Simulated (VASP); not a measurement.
# Al (Im-3m) in VASP: further runs

The runs below take Al through single point, with PBEsol, PBE.

Program: VASP 6.6.1. These are calculated values, not measurements. Logs are shortened: lines on timing, memory, paths and dates and some standing lists are left out, and cuts for length are marked.

### Step 1. The cell of the first run

Symmetry: Im-3m, No. 229, cubic system. The conventional cell has a = 3.213 Å, b = 3.213 Å, c = 3.213 Å, α = 90.00°, β = 90.00°, γ = 90.00°. Within 3.7 Å of Al (site symmetry m-3m) lie 14 Al at 2.78 to 3.21 Å.

This isn't the form of Al at room conditions, which is fcc.

### Step 2. Single point, PBEsol

INCAR reads:

```
ALGO = Normal ; EDIFF = 1E-6
ENCUT = 500 ; GGA = PS
GGA_COMPAT = F ; ISIF = 2
ISMEAR = 0 ; LASPH = T
LCHARG = F ; LREAL = F
LWAVE = F ; NBANDS = 8
NELM = 120 ; PREC = Accurate
SIGMA = 0.15
```

KPOINTS reads:

```
k-points
0
Gamma
  26 26 26
```

POSCAR reads:

```
Al
1.0
   -1.6064390039      1.6064390039      1.6064390039
    1.6064390039     -1.6064390039      1.6064390039
    1.6064390039      1.6064390039     -1.6064390039
Al
1
Direct
    0.0000000000      0.0000000000      0.0000000000
```

Potentials or basis: VASP PAW PBE potentials, release 64 (Al).

Command:

```console
$ cat potpaw_PBE.64/Al/POTCAR > POTCAR
$ mpirun -np 1 vasp_std > vasp.out
```

OUTCAR:

```text
EDIFF = 1E-6
   ENCUT = 500
   GGA = PS
   ISIF = 2
   ISMEAR = 0
   LASPH = T
   LREAL = F
   NELM = 120
   PREC = Accurate

 ion  position               nearest neighbor table
   1  0.000  0.000  0.000-

  LATTYP: Found a body centered cubic cell.
 ALAT       =     3.2128780078

  Lattice vectors:

 A1 = (  -1.6064390039,   1.6064390039,   1.6064390039)
 A2 = (   1.6064390039,  -1.6064390039,   1.6064390039)
 A3 = (   1.6064390039,   1.6064390039,  -1.6064390039)

Analysis of symmetry for initial positions (statically):
=====================================================================
 Subroutine PRICEL returns:
 Original cell was already a primitive cell.

 Routine SETGRP: Setting up the symmetry group for a
 body centered cubic supercell.

 Subroutine GETGRP returns: Found 48 space group operations
 (whereof 48 operations were pure point group operations)
 out of a pool of 48 trial point group operations.

The static configuration has the point symmetry O_h .

Analysis of symmetry for dynamics (positions and initial velocities):
=====================================================================
 Subroutine PRICEL returns:
 Original cell was already a primitive cell.

 Routine SETGRP: Setting up the symmetry group for a
 body centered cubic supercell.

 Subroutine GETGRP returns: Found 48 space group operations
 (whereof 48 operations were pure point group operations)
 out of a pool of 48 trial point group operations.

The dynamic configuration has the point symmetry O_h .

 Subroutine INISYM returns: Found 48 space group operations
 (whereof 48 operations are pure point group operations),
 and found     1 'primitive' translations

----------------------------------------------------------------------------------------

                                     Primitive cell

  volume of cell :      16.5826

  direct lattice vectors                    reciprocal lattice vectors
    -1.606439004  1.606439004  1.606439004     0.000000000  0.311247423  0.311247423
     1.606439004 -1.606439004  1.606439004     0.311247423  0.000000000  0.311247423
     1.606439004  1.606439004 -1.606439004     0.311247423  0.311247423  0.000000000

  length of vectors
     2.782433974  2.782433974  2.782433974     0.440170327  0.440170327  0.440170327

  position of ions in fractional coordinates (direct lattice)
     0.000000000  0.000000000  0.000000000

  ion indices of the primitive-cell ions
   primitive index   ion index
                 1           1

----------------------------------------------------------------------------------------

 KPOINTS: k-points

Automatic generation of k-mesh.
 Grid dimensions read from file:
 generate k-points for:   26   26   26

 Generating k-lattice:

  Cartesian coordinates                     Fractional coordinates (reciprocal lattice)
     0.000000000  0.011971055  0.011971055     0.038461538  0.000000000  0.000000000
     0.011971055  0.000000000  0.011971055     0.000000000  0.038461538  0.000000000
     0.011971055  0.011971055  0.000000000     0.000000000  0.000000000  0.038461538

  Length of vectors
     0.016929628  0.016929628  0.016929628

  Shift w.r.t. Gamma in fractional coordinates (k-lattice)
     0.000000000  0.000000000  0.000000000

 Subroutine IBZKPT returns following result:
 ===========================================

 Found    511 irreducible k-points:

 Following reciprocal coordinates:
            Coordinates               Weight
  0.000000  0.000000  0.000000      1.000000
  0.038462  0.000000  0.000000     12.000000
  0.076923  0.000000  0.000000     12.000000
  0.115385  0.000000  0.000000     12.000000
  0.153846  0.000000  0.000000     12.000000
  0.192308  0.000000  0.000000     12.000000
[... 16 lines left out ...]
  0.346154  0.038462  0.000000     48.000000
  0.384615  0.038462  0.000000     48.000000
 [... further k-points ...]
   k-points           NKPTS =    511   k-points in BZ     NKDIM =    511   number of bands    NBANDS=      8
   number of dos      NEDOS =    301   number of ions     NIONS =      1
   total plane-waves  NPLWV =   8000
   dimension x,y,z NGX =    20 NGY =   20 NGZ =   20
   dimension x,y,z NGXF=    40 NGYF=   40 NGZF=   40
   ions per type =               1
   NGX,Y,Z   is equivalent  to a cutoff of  11.95, 11.95, 11.95 a.u.
   NGXF,Y,Z  is equivalent  to a cutoff of  23.90, 23.90, 23.90 a.u.
 SYSTEM =  unknown system
   PREC   = accura    normal or accurate (medium, high low for compatibility)
   ISTART =      0    job   : 0-new  1-cont  2-samecut
   ICHARG =      2    charge: 1-file 2-atom 10-const
   ISPIN  =      1    spin polarized calculation?
   LNONCOLLINEAR =      F non collinear calculations
   LSORBIT =      F    spin-orbit coupling
   LASPH  =      T    aspherical Exc in radial PAW
   ENCUT  =  500.0 eV  36.75 Ry    6.06 a.u.   5.07  5.07  5.07*2*pi/ulx,y,z
   NELM   =    120;   NELMIN=  2; NELMDL= -5     # of ELM steps
   EDIFF  = 0.1E-05   stopping-criterion for ELM
   LREAL  =      F    real-space projection
   EDIFFG = 0.1E-04   stopping-criterion for IOM
   NSW    =      0    number of steps for IOM
   IBRION =     -1    ionic relax: 0-MD 1-quasi-New 2-CG
   NFREE  =      0    steps in history (QN), initial steepest desc. (CG)
   ISIF   =      2    stress and relaxation
   ISYM   =      2    0-nonsym 1-usesym 2-fastsym
   POTIM  = 0.5000    time-step for ionic-motion
   TEBEG  =    0.0;   TEEND  =   0.0 temperature during run
   PSTRESS=    0.0 pullay stress
   NELECT =       3.0000    total number of electrons
   NUPDOWN=      -1.0000    fix difference up-down
   EMIN   =  10.00;   EMAX   =-10.00  energy-range for DOS
   EFERMI =   0.00;   METHOD = LEGACY
   ISMEAR =     0;   SIGMA  =   0.15  broadening in eV -4-tet -1-fermi 0-gaus
   EFERMI_NEDOS =   21; number of points for ismear=-14 and -15
   IALGO  =     38    algorithm
   IMIX   =      4    mixing-type and parameters
     AMIX     =   0.40;   BMIX     =  1.00
     AMIX_MAG =   1.60;   BMIX_MAG =  1.00
  volume/ion in A,a.u.               =      16.58       111.90
  Fermi-wavevector in a.u.,A,eV,Ry     =   0.925901  1.749698 11.664164  0.857292
  Thomas-Fermi vector in A             =   2.051805
   LORBIT       =      0    0 simple, 1 ext, 2 COOP (PROOUT), +10 PAW based schemes
   GGA     = PS    functional components
   LHFCALC =     F    Hartree Fock is set to
   AEXX    =    0.0000 exact exchange contribution
   IVDW    =     0    specifies the selected vdW correction
   LEPSILON=     F    determine dielectric tensor
   LRPA    =     F    only Hartree local field effects (RPA)
 non-spin polarized calculation
 Gauss-broadening in eV      SIGMA  =   0.15
  energy-cutoff  :      500.00
  volume of cell :       16.58
 maximum number of plane-waves:       433
   NGX = 11   NGY = 11   NGZ = 11

 number of electron       3.0000000 magnetization

 Free energy of the ion-electron system (eV)
  ---------------------------------------------------
  ext. energy  EPLUGINS =         0.00000000
  ---------------------------------------------------
  free energy    TOTEN  =        -3.99659108 eV

  energy without entropy =       -3.99213724  energy(sigma->0) =       -3.99436416

 E-fermi :   7.9043     XC(G=0): -10.2425

 val. band max:        7.8964573409   @ k =  -0.3846   0.4231   0.1923
 cond. band min:       7.9118147589   @ k =  -0.4231  -0.4231   0.2308
 fundamental gap:      0.0153574179
 Fermi energy:         7.9043352381

 k-point     1 :       0.0000    0.0000    0.0000
  band No.  band energies     occupation
      1      -3.1927      2.00000
      2      21.1109      0.00000
      3      21.1109      0.00000
      4      21.1109      0.00000
      5      22.5042      0.00000
      6      22.5042      0.00000
      7      22.5042      0.00000
      8      24.1457      0.00000

 k-point     2 :       0.0385    0.0000    0.0000
  band No.  band energies     occupation
      1      -3.1503      2.00000
      2      20.4769      0.00000
      3      20.7070      0.00000
      4      20.9255      0.00000
      5      22.3172      0.00000
      6      22.8050      0.00000
      7      22.9789      0.00000
      8      23.6646      0.00000

 k-point     3 :       0.0769    0.0000    0.0000
  band No.  band energies     occupation
      1      -3.0230      2.00000
      2      19.1760      0.00000
      3      20.0242      0.00000
      4      20.4584      0.00000
      5      21.8521      0.00000
      6      22.9444      0.00000
      7      23.3039      0.00000
      8      23.8734      0.00000

 k-point     4 :       0.1154    0.0000    0.0000
  band No.  band energies     occupation
      1      -2.8112      2.00000
      2      17.6502      0.00000
      3      19.3457      0.00000
      4      19.8605      0.00000
      5      21.2706      0.00000
      6      22.3711      0.00000
      7      23.7408      0.00000
      8      24.3367      0.00000

 k-point     5 :       0.1538    0.0000    0.0000
  band No.  band energies     occupation
      1      -2.5152      2.00000
      2      16.0624      0.00000
      3      18.7176      0.00000
      4      19.2322      0.00000
      5      20.6722      0.00000
      6      21.8453      0.00000
      7      24.2026      0.00000
      8      24.5526      0.00000
[... 177 lines left out ...]
 k-point    22 :       0.3077    0.0385    0.0000
  band No.  band energies     occupation
      1      -0.1275      2.00000
      2       9.3369      0.00000
      3      15.9917      0.00000
      4      16.9488      0.00000
      5      18.9215      0.00000
      6      20.3883      0.00000
      7      25.7726      0.00000
      8      27.4484      0.00000

 k-point    23 :       0.3462    0.0385    0.0000
  band No.  band energies     occupation
      1       0.6182      2.00000
      2       7.9988      0.37333
      3      15.6981      0.00000
      4      16.6588      0.00000
      5      18.6285      0.00000
      6      20.1243      0.00000
      7      26.3865      0.00000
      8      28.1130      0.00000

 k-point    24 :       0.3846    0.0385    0.0000
  band No.  band energies     occupation
      1       1.4415      2.00000
      2       6.7300      2.00000
      3      15.4766      0.00000
      4      16.4413      0.00000
      5      18.4074      0.00000
      6      19.9212      0.00000
      7      27.0373      0.00000
      8      28.7680      0.00000

 [... further k-points ...]

------------------------ aborting loop because EDIFF is reached ----------------------------------------

  FORCE on cell =-STRESS in cart. coord.  units (eV):
  Direction    XX          YY          ZZ          XY          YZ          ZX
  --------------------------------------------------------------------------------------
  -------------------------------------------------------------------------------------
  Total       -0.0018106     -0.0018106     -0.0018106      0.0000000      0.0000000      0.0000000
  in kB       -0.1749381     -0.1749381     -0.1749381      0.0000000      0.0000000      0.0000000
  external PRESSURE =      -0.1749381 kB  Pullay stress =       0.0000000 kB

 VOLUME and BASIS-vectors are now :
 -----------------------------------------------------------------------------
  energy-cutoff  :      500.00
  volume of cell :       16.58
      direct lattice vectors                 reciprocal lattice vectors
    -1.606439004  1.606439004  1.606439004     0.000000000  0.311247423  0.311247423
     1.606439004 -1.606439004  1.606439004     0.311247423  0.000000000  0.311247423
     1.606439004  1.606439004 -1.606439004     0.311247423  0.311247423  0.000000000

 POSITION                                       TOTAL-FORCE (eV/Angst)
 -----------------------------------------------------------------------------------
      0.00000      0.00000      0.00000         0.000000      0.000000     -0.000000
 -----------------------------------------------------------------------------------
    total drift:                                0.000000      0.000000      0.000000

  FREE ENERGIE OF THE ION-ELECTRON SYSTEM (eV)
  ---------------------------------------------------
  free  energy   TOTEN  =        -3.9965910813 eV

  energy  without entropy=       -3.9921372368  energy(sigma->0) =       -3.99436416
```

Wall time 25 s (1 thread of Intel Xeon Platinum 8259CL at 2.50GHz (Skylake/Cascade Lake), shared host); peak memory 0.16 GiB.

What came out:

```yaml
Free_energy: -3.9966 eV
Pressure: 0.0 GPa
Band_gap_on_the_k_mesh: zero (an odd number of electrons rules out a gap without spin polarisation)
```

Caveat: the PAW data sets were made with another functional, which shifts forces and pressure a little.

### Step 3. Single point, PBEsol

This run uses another cell than the first one: it holds 2 atoms, not 1.

INCAR reads:

```
PREC     = Accurate       # precision mode
ENCUT    = 500            # plane-wave cutoff, eV
EDIFF    = 1E-6           # SCF threshold, eV
ISMEAR   = 0              # smearing method
SIGMA    = 0.15           # smearing width, eV
LREAL    = False          # projectors in reciprocal space
LASPH    = True           # aspherical terms in the spheres
NELM     = 120            # most SCF steps
ALGO     = Normal         # electronic algorithm
ISIF     = 2              # what is computed and relaxed
LWAVE    = False          # write WAVECAR
LCHARG   = False          # write CHGCAR
GGA      = PS             # functional
NBANDS   = 10             # bands
GGA_COMPAT= False
```

KPOINTS reads:

```
Automatic mesh
0
Gamma
  18 18 18
```

POSCAR reads:

```
Al
1.0
    0.0000000000     -3.2128780077      0.0000000000
   -3.2128780077      0.0000000000      0.0000000000
    0.0000000000      0.0000000000     -3.2128780077
Al
2
Direct
    0.5000000000      0.5000000000      0.5000000000
    0.0000000000      0.0000000000      0.0000000000
```

Potentials or basis: VASP PAW PBE potentials, release 64 (Al).

Command:

```console
$ cat potpaw_PBE.64/Al/POTCAR > POTCAR
$ mpirun -np 1 vasp_std > vasp.out
```

OUTCAR:

```text
PREC = Accurate
   ENCUT = 500
   EDIFF = 1E-6
   ISMEAR = 0
   LREAL = False
   LASPH = True
   NELM = 120
   ISIF = 2
   GGA = PS

 ion  position               nearest neighbor table
   1  0.500  0.500  0.500-   2 2.78   2 2.78   2 2.78   2 2.78   2 2.78   2 2.78   2 2.78   2 2.78

   2  0.000  0.000  0.000-   1 2.78   1 2.78   1 2.78   1 2.78   1 2.78   1 2.78   1 2.78   1 2.78

  LATTYP: Found a simple cubic cell.
 ALAT       =     3.2128780077

  Lattice vectors:

[... 518 lines left out ...]
------------------------ aborting loop because EDIFF is reached ----------------------------------------

  FORCE on cell =-STRESS in cart. coord.  units (eV):
  Direction    XX          YY          ZZ          XY          YZ          ZX
  --------------------------------------------------------------------------------------
  -------------------------------------------------------------------------------------
  Total        0.0006182      0.0006182      0.0006182      0.0000000      0.0000000     -0.0000000
  in kB        0.0298667      0.0298667      0.0298667      0.0000000      0.0000000     -0.0000000
  external PRESSURE =       0.0298667 kB  Pullay stress =       0.0000000 kB

 VOLUME and BASIS-vectors are now :
 -----------------------------------------------------------------------------
  energy-cutoff  :      500.00
  volume of cell :       33.17
      direct lattice vectors                 reciprocal lattice vectors
     0.000000000 -3.212878008  0.000000000     0.000000000 -0.311247423  0.000000000
    -3.212878008  0.000000000  0.000000000    -0.311247423  0.000000000  0.000000000
     0.000000000  0.000000000 -3.212878008     0.000000000  0.000000000 -0.311247423

 POSITION                                       TOTAL-FORCE (eV/Angst)
 -----------------------------------------------------------------------------------
     -1.60644     -1.60644     -1.60644         0.000000     -0.000000     -0.000000
      0.00000      0.00000      0.00000         0.000000      0.000000      0.000000
 -----------------------------------------------------------------------------------
    total drift:                                0.000000      0.000000     -0.000000

  FREE ENERGIE OF THE ION-ELECTRON SYSTEM (eV)
  ---------------------------------------------------
  free  energy   TOTEN  =        -7.9936802934 eV

  energy  without entropy=       -7.9847561402  energy(sigma->0) =       -7.98921822
```

stdout:

```text
POSCAR found type information on POSCAR Al
 POSCAR found :  1 types and       2 ions
 scaLAPACK will be used
 -----------------------------------------------------------------------------
|                                                                             |
|                                                                             |
|     You enforced a specific xc type in the INCAR file but a different       |
|     I HOPE YOU KNOW WHAT YOU ARE DOING!                                     |
|                                                                             |
 -----------------------------------------------------------------------------

 LDA part: xc-table for (Slater+PW92), standard interpolation
 POSCAR, INCAR and KPOINTS ok, starting setup
 FFT: planning ... GRIDC
 FFT: planning ... GRID_SOFT
 FFT: planning ... GRID
 WAVECAR not read
 entering main loop
```

It took 19 s on 1 thread of Intel Xeon Platinum 8259CL at 2.50GHz (Skylake/Cascade Lake), shared host; peak memory 0.17 GiB.

What came out:

- Free energy: -7.9937 eV
- Pressure: 0.0 GPa
- Band gap on the k mesh: zero (bands 3 and 4 overlap by 8.85 eV)

Levels at points of the mesh, in eV from the Fermi level:
| k point | band 1 | band 2 | band 3 | band 4 | band 5 | band 6 |
| --- | --- | --- | --- | --- | --- | --- |
| (0.00, 0.00, 0.00) | -11.09 | 1.86 | 1.86 | 1.86 | 2.98 | 2.98 |
| (0.50, 0.00, 0.00) | -7.55 | -7.55 | 5.00 | 5.00 | 5.00 | 5.00 |
| (0.50, 0.50, 0.00) | -4.30 | -4.30 | -3.85 | -3.85 | 8.12 | 8.12 |
| (0.50, 0.50, 0.50) | -0.97 | -0.97 | -0.97 | -0.97 | -0.97 | -0.97 |

Caveat: the PAW data sets were made with another functional, which shifts forces and pressure a little.

### Step 4. Single point, PBE (strained)

INCAR reads:

```
SYSTEM = Al
ALGO = Normal
EDIFF = 1E-7
ENCUT = 520
GGA = PE
ISIF = 2
ISMEAR = 0
LASPH = .True.
LCHARG = .False.
LREAL = .False.
LWAVE = .False.
NBANDS = 8
NELM = 80
PREC = Accurate
SIGMA = 0.1
```

KPOINTS reads:

```
k-points
0
Gamma
  18 18 18
  0 0 0
```

POSCAR reads:

```
Al
1.0
   -1.6548992620      1.6548992620      1.6548992620
    1.6548992620     -1.6548992620      1.6548992620
    1.6548992620      1.6548992620     -1.6548992620
Al
1
Direct
    0.0000000000      0.0000000000      0.0000000000
```

Command:

```console
$ cat potpaw_PBE.64/Al/POTCAR > POTCAR
$ mpirun -np 1 vasp_std > vasp.out
```

It took 17 s on 1 thread of AMD EPYC 7R13 (Zen 3), shared host; peak memory 0.12 GiB.

The run converged. Its results:

```yaml
Free_energy: -3.6365 eV
Pressure: -4.1 GPa
Band_gap_on_the_k_mesh: zero (an odd number of electrons rules out a gap without spin polarisation)
```

Levels at points of the mesh, in eV from the Fermi level:
```csv
k point,band 1,band 2,band 3,band 4,band 5
"(0.00, 0.00, 0.00)",-10.50,12.70,12.70,12.70,13.37
"(0.50, 0.00, 0.00)",-3.98,-3.78,7.46,8.04,9.32
"(0.50, 0.50, 0.50)",1.71,1.71,1.71,3.11,3.11
```

Caveat: the cell differs from its parent crystal (strained); the cell stands under tension.

### Step 5. Summary

```tsv
level	cell	k mesh	cutoff (eV)	smearing	gap on the mesh (eV)	pressure (GPa)
PBEsol	a = 2.782 Å, angles 109.5°, 1 atom, atomic positions A	26 × 26 × 26	500	gaussian 0.15 eV	none	0.0
PBEsol	a = 3.213 Å, 2 atoms, atomic positions B	18 × 18 × 18	500	gaussian 0.15 eV	none	0.0
PBE	a = 2.866 Å, angles 109.5°, 1 atom, atomic positions A	18 × 18 × 18	520	gaussian 0.1 eV	none	-4.1
```

Alike in all rows: task single point; potentials or basis VASP PAW PBE potentials, release 64 (Al); no spin polarisation.

Caveats: the PAW data sets were made with another functional, which shifts forces and pressure a little (at least some runs); the cell stands under tension (at least some runs).

Total energies depend on the potentials used, so only differences within one code and one set of settings carry meaning.
